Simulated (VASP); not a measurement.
# ScPt (Pm-3m) in VASP: notebook

ScPt is run at these levels: LDA; tasks: electric field gradients.

Everything below comes from runs of VASP 6.6.1. Logs are shortened: lines on timing, memory, paths and dates and some standing lists are left out, and cuts for length are marked.

## (1) The cell of the first run

Symmetry: Pm-3m, No. 221, cubic system. The conventional cell has a = 3.248 Å, b = 3.248 Å, c = 3.248 Å, α = 90.00°, β = 90.00°, γ = 90.00°. Sc (site symmetry m-3m) has 8 Pt at 2.81 Å and 6 Sc at 3.25 Å within 3.7 Å. Pt (site symmetry m-3m) has 8 Sc at 2.81 Å and 6 Pt at 3.25 Å within 3.7 Å.

## (2) Electric field gradients, LDA (17.13 Å³/atom)

INCAR

```
SYSTEM = ScPt
ALGO = Normal
EDIFF = 1E-8
ENCUT = 520
GGA = CA
ISIF = 2
ISMEAR = -1
LASPH = .True.
LCHARG = .False.
LEFG = .True.
LREAL = .False.
LWAVE = .False.
NBANDS = 18
NELM = 100
PREC = Accurate
SIGMA = 0.05
```

KPOINTS

```
k-points
0
Gamma
  10 10 10
  0 0 0
```

POSCAR

```
ScPt
1.0
    3.2480530300      0.0000000000      0.0000000000
    0.0000000000      3.2480530300      0.0000000000
    0.0000000000      0.0000000000      3.2480530300
Sc Pt
1 1
Direct
    0.5000000000      0.5000000000      0.5000000000
    0.0000000000      0.0000000000      0.0000000000
```

Potentials or basis: VASP PAW LDA potentials, release 64 (Sc_sv, Pt).

Run with:

```
cat potpaw_LDA.64/Sc_sv/POTCAR potpaw_LDA.64/Pt/POTCAR > POTCAR
mpirun -np 1 vasp_std > vasp.out
```

OUTCAR:

```text
SYSTEM = ScPt
   EDIFF = 1E-8
   ENCUT = 520
   GGA = CA
   ISIF = 2
   ISMEAR = -1
   LASPH = .True.
   LREAL = .False.
   NELM = 100
   PREC = Accurate

 ion  position               nearest neighbor table
   1  0.500  0.500  0.500-   2 2.81   2 2.81   2 2.81   2 2.81   2 2.81   2 2.81   2 2.81   2 2.81

   2  0.000  0.000  0.000-   1 2.81   1 2.81   1 2.81   1 2.81   1 2.81   1 2.81   1 2.81   1 2.81

  LATTYP: Found a simple cubic cell.
 ALAT       =     3.2480530300

  Lattice vectors:

 A1 = (   3.2480530300,   0.0000000000,   0.0000000000)
 A2 = (   0.0000000000,   3.2480530300,   0.0000000000)
 A3 = (   0.0000000000,   0.0000000000,   3.2480530300)

Analysis of symmetry for initial positions (statically):
=====================================================================
 Subroutine PRICEL returns:
 Original cell was already a primitive cell.

 Routine SETGRP: Setting up the symmetry group for a
 simple cubic supercell.

 Subroutine GETGRP returns: Found 48 space group operations
 (whereof 48 operations were pure point group operations)
 out of a pool of 48 trial point group operations.

The static configuration has the point symmetry O_h .

Analysis of symmetry for dynamics (positions and initial velocities):
=====================================================================
 Subroutine PRICEL returns:
 Original cell was already a primitive cell.

 Routine SETGRP: Setting up the symmetry group for a
 simple cubic supercell.

 Subroutine GETGRP returns: Found 48 space group operations
 (whereof 48 operations were pure point group operations)
 out of a pool of 48 trial point group operations.

The dynamic configuration has the point symmetry O_h .

 Subroutine INISYM returns: Found 48 space group operations
 (whereof 48 operations are pure point group operations),
 and found     1 'primitive' translations

----------------------------------------------------------------------------------------

                                     Primitive cell

  volume of cell :      34.2665

  direct lattice vectors                    reciprocal lattice vectors
     3.248053030  0.000000000  0.000000000     0.307876747  0.000000000  0.000000000
     0.000000000  3.248053030  0.000000000     0.000000000  0.307876747  0.000000000
[... 114 lines left out ...]
   LEPSILON=     F    determine dielectric tensor
   LRPA    =     F    only Hartree local field effects (RPA)
 non-spin polarized calculation
  energy-cutoff  :      520.00
  volume of cell :       34.27
 maximum number of plane-waves:       942
   NGX = 13   NGY = 13   NGZ = 13

 number of electron      20.9999996 magnetization

 Free energy of the ion-electron system (eV)
  ---------------------------------------------------
  ext. energy  EPLUGINS =         0.00000000
  ---------------------------------------------------
  free energy    TOTEN  =       -16.66769612 eV

  energy without entropy =      -16.65292639  energy(sigma->0) =      -16.66031125

 E-fermi :   8.1190     XC(G=0): -12.3448

 val. band max:        8.0944329567   @ k =   0.5000   0.4000   0.3000
 cond. band min:       8.1446371129   @ k =   0.5000   0.1000   0.0000
 fundamental gap:      0.0502041562
 Fermi energy:         8.1190473146

 k-point     1 :       0.0000    0.0000    0.0000
  band No.  band energies     occupation
      1     -41.0688      2.00000
      2     -19.9397      2.00000
      3     -19.9397      2.00000
      4     -19.9397      2.00000
      5      -0.1065      2.00000
      6       2.7160      2.00000
[... 481 lines left out ...]
      5       1.6559      2.00000
      6       3.3890      2.00000
[... 10 lines left out ...]
     17      17.8764      0.00000
     18      18.6627      0.00000

 [... further k-points ...]
[... 5 lines left out ...]
  --------------------------------------------------------------------------------------
  -------------------------------------------------------------------------------------
  Total       -0.4024616     -0.4024616     -0.4024616     -0.0000000     -0.0000000      0.0000000
  in kB      -18.8176641    -18.8176641    -18.8176641     -0.0000000     -0.0000000      0.0000000
  external PRESSURE =     -18.8176641 kB  Pullay stress =       0.0000000 kB

 VOLUME and BASIS-vectors are now :
 -----------------------------------------------------------------------------
  energy-cutoff  :      520.00
  volume of cell :       34.27
      direct lattice vectors                 reciprocal lattice vectors
     3.248053030  0.000000000  0.000000000     0.307876747  0.000000000  0.000000000
     0.000000000  3.248053030  0.000000000     0.000000000  0.307876747  0.000000000
     0.000000000  0.000000000  3.248053030     0.000000000  0.000000000  0.307876747

 POSITION                                       TOTAL-FORCE (eV/Angst)
 -----------------------------------------------------------------------------------
      1.62403      1.62403      1.62403         0.000000      0.000000      0.000000
      0.00000      0.00000      0.00000         0.000000      0.000000      0.000000
 -----------------------------------------------------------------------------------
    total drift:                                0.000000      0.000000     -0.000000

  FREE ENERGIE OF THE ION-ELECTRON SYSTEM (eV)
  ---------------------------------------------------
  free  energy   TOTEN  =       -16.6676961210 eV

  energy  without entropy=      -16.6529263861  energy(sigma->0) =      -16.66031125

 Electric field gradients (V/A^2)
---------------------------------------------------------------------
 ion       V_xx      V_yy      V_zz      V_xy      V_xz      V_yz
---------------------------------------------------------------------
   1      -0.000    -0.000     0.000    -0.000     0.000    -0.000
   2       0.000     0.000    -0.000    -0.000     0.000     0.000
---------------------------------------------------------------------

 Electric field gradients after diagonalization (V/A^2)
 (convention: |V_zz| > |V_xx| > |V_yy|)
----------------------------------------------------------------------
 ion       V_xx      V_yy      V_zz     asymmetry (V_yy - V_xx)/ V_zz
----------------------------------------------------------------------
   1      -0.000     0.000    -0.000      -1.139
   2       0.000    -0.000     0.000      -1.627
----------------------------------------------------------------------

           NMR quadrupolar parameters

 Cq : quadrupolar parameter    Cq=e*Q*V_zz/h
 eta: asymmetry parameters     (V_yy - V_xx)/ V_zz
 Q  : nuclear electric quadrupole moment in mb (millibarn)
----------------------------------------------------------------------
 ion       Cq(MHz)       eta       Q (mb)
----------------------------------------------------------------------
   1      -0.000      -1.139       1.000
   2       0.000      -1.627       1.000
----------------------------------------------------------------------
```

Run time: 33 s. Hardware: 1 thread of AMD EPYC 7R13, shared host; peak memory 0.13 GiB.

What came out:

* Free energy: -16.6677 eV
* Pressure: -1.9 GPa
* Band gap on the k mesh: zero (an odd number of electrons rules out a gap without spin polarisation)
* Largest electric field gradient by atom: zero within the noise of the run

Caveat: spin-orbit coupling is left out, which moves the levels of the heavy elements.

[end of part 1 of 2]
